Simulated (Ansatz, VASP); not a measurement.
**Bi2S in VASP and in Ansatz**

INCAR

```
SYSTEM = Bi2S
PREC     = Accurate       ! precision mode
ENCUT    = 520            ! plane-wave cutoff, eV
EDIFF    = 1E-6           ! SCF threshold, eV
ISMEAR   = 0              ! smearing method
SIGMA    = 0.1            ! smearing width, eV
LREAL    = .False.        ! projectors in reciprocal space
LASPH    = .True.         ! aspherical terms in the spheres
NELM     = 80             ! most SCF steps
ALGO     = Normal         ! electronic algorithm
ISIF     = 2              ! what is computed and relaxed
LWAVE    = .False.        ! write WAVECAR
LCHARG   = .False.        ! write CHGCAR
GGA      = PE             ! functional
NBANDS   = 25             ! bands
```

KPOINTS

```
Automatic mesh
0
Gamma
  6 6 2
  0 0 0
```

POSCAR

```
Bi2S
1.0
    1.8224748200     -2.9991688800      0.0000000000
    1.8224748200      2.9991688800      0.0000000000
    0.0000000000      0.0000000000      8.2761196400
Bi S
2 1
Direct
    0.3309651900      0.6690348100      0.0000000000
    0.6690348100      0.3309651900      0.0000000000
    0.0000000000      0.0000000000      0.0000000000
```

Input for Ansatz:

```yaml
crystal:
  lattice:
    - [1.82247482, -2.99916888, 0.0]
    - [1.82247482, 2.99916888, 0.0]
    - [0.0, 0.0, 8.27611964]
  atoms:
    - { symbol: Bi, position: [0.33096519, 0.66903481, 0.0] }
    - { symbol: Bi, position: [0.66903481, 0.33096519, 0.0] }
    - { symbol: S, position: [0.0, 0.0, 0.0] }
basis:
  ecutwfc: 420
kpoints:
  mp_grid: { grid: [6, 6, 2] }
hamiltonian:
  xc: pbe
scf:
  occupations: { method: gaussian, width: 0.1 }
  lower_state_search: "off"
output:
  forces: true
  stress: true
  eigenvalues: true
```

Alike in both runs: task single point; functional PBE; k mesh 6 × 6 × 2; occupations gaussian, width 0.1 eV; no spin polarisation.

|  | VASP | Ansatz |
| --- | --- | --- |
| version | VASP 6.6.1 | Ansatz 0.2.0 |
| potentials or method | VASP PAW PBE potentials, release 64 (Bi_d, S), cutoff 520 eV | scalar-relativistic, plane waves, PAW |
| valence electrons in the cell | 36 | 36 |

|  | VASP | Ansatz | Ansatz less VASP |
| --- | --- | --- | --- |
| gap on the k mesh at the Fermi level (eV) | none | none | - |
| rms of the force components (eV/Å) | 0.113 | 0.092 | -0.0213 |

Atom by atom the forces differ by 0.021 eV/Å (rms over components). A gap of «none» marks a metal or a gap that the smearing closes.

The k mesh is coarse, so the values compare programs but aren't converged. Neither program's run includes spin-orbit coupling. Noted on VASP's run: the cell as given lies far from equilibrium.
